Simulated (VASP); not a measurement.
A run of VASP 6.6.1 is set up as follows.

The input INCAR:

```
PREC     = Accurate       # precision mode
ENCUT    = 520            # plane-wave cutoff, eV
EDIFF    = 1E-7           # SCF threshold, eV
ISMEAR   = 0              # smearing method
SIGMA    = 0.02           # smearing width, eV
LREAL    = Auto         
LASPH    = True           # aspherical terms in the spheres
NELM     = 100            # most SCF steps
ALGO     = Normal         # electronic algorithm
ISIF     = 2              # what is computed and relaxed
LWAVE    = False          # write WAVECAR
LCHARG   = False          # write CHGCAR
GGA      = PE             # functional
NBANDS   = 89             # bands
```

Contents of KPOINTS:

```
Automatic mesh
0
Gamma
  2 2 2
  0.5 0.5 0.5
```

The input POSCAR:

```
Si32O
1.0
    5.4700937548      5.4700937548      5.4700937548
    5.4700937548     -5.4700937548     -5.4700937548
   -5.4700937548      5.4700937548     -5.4700937548
Si O
32 1
Direct
    0.7465869655      0.7455963203      0.2505471144
   -0.0029701447      0.7464066970      0.0011670044
    0.7429690974      0.4880761881      0.4980165432
    0.2472954020      0.7462544253      0.7519465913
   -0.0044934405      0.4953022241      0.2512019369
    0.4821310284      0.7380546895      0.4941004577
    0.2564121412      0.5114556324      0.0098747234
    0.7480373013      0.2449665831      0.7516670079
   -0.0028122145      0.2463808960      0.5014094618
    0.5010428354      0.4997148488      0.7607195338
    0.7481625596     -0.0042480852      0.0003648014
    0.2617878861      0.2599594535      0.2752631903
    0.5048866638      0.2494169312      0.0049974645
   -0.0482108174     -0.0466482431      0.7118875693
    0.2476624188     -0.0036579995      0.5014819576
    0.4987543705     -0.0004995607      0.2534871191
    0.5021259346      0.7550925690      0.2571606255
    0.7489704871      0.7478798364      0.0046389466
    0.5060353899      0.5050606886      0.5180695839
   -0.0097069415      0.7316910168      0.7437289020
    0.7495920951      0.4975722099      0.2535624084
    0.2394740974      0.7434306620      0.4991196981
   -0.0010130835      0.4967717090      0.0031514698
    0.4986852437      0.2468013278      0.7525084930
    0.7466987616      0.2436899758      0.5014269153
    0.2482149418      0.4968730105      0.7528809811
    0.4987425186     -0.0032177156      0.0029721262
   -0.0002232280      0.2474296074      0.2519935481
    0.2882642663      0.2897985331      0.0483836708
    0.7248992927     -0.0167992820      0.7383554164
   -0.0048349622     -0.0062574162      0.4952430637
    0.2485096252     -0.0017906623      0.2521378856
    0.0972782969      0.1215648823     -0.0971133703
```

Potentials or basis: VASP PAW PBE potentials, release 64 (Si, O).

Launch:

```console
$ cat potpaw_PBE.64/Si/POTCAR potpaw_PBE.64/O/POTCAR > POTCAR
$ mpirun -np 1 vasp_std > vasp.out
```

Q: Predict the largest force.

A: 0.046 eV/Å.

Q: Predict the pressure.

A: 1.7 GPa.

Q: Predict the band gap on the k mesh.

A: 1.30 eV.

Forces on the atoms (eV/Å):
```
Si   0.003 -0.003  0.002
Si   0.000  0.000  0.002
Si  -0.002  0.005 -0.001
Si   0.001 -0.002 -0.001
Si   0.001  0.001 -0.002
Si   0.000  0.001 -0.005
Si   0.002  0.002 -0.004
Si   0.000  0.002  0.000
Si  -0.001  0.001  0.001
Si   0.002 -0.003 -0.001
Si   0.000  0.001 -0.001
Si   0.003  0.000  0.000
Si   0.001  0.003 -0.002
Si  -0.024 -0.027  0.028
Si   0.000  0.000  0.001
Si   0.001  0.005  0.000
Si  -0.002 -0.003 -0.001
Si  -0.002 -0.001  0.000
Si  -0.001 -0.004  0.002
Si  -0.004 -0.002  0.003
Si   0.001  0.003  0.002
Si   0.000  0.004  0.002
Si   0.003  0.000  0.000
Si   0.000 -0.001 -0.001
Si  -0.001 -0.006  0.001
Si  -0.001  0.001  0.001
Si   0.002 -0.001 -0.001
Si   0.000  0.000  0.001
Si   0.027  0.025 -0.024
Si   0.000  0.001  0.004
Si  -0.005 -0.001  0.000
Si   0.000 -0.002 -0.001
O   -0.004  0.001 -0.006
```

Caveat: the cell differs from its parent crystal (with an interstitial atom, then relaxed in part).
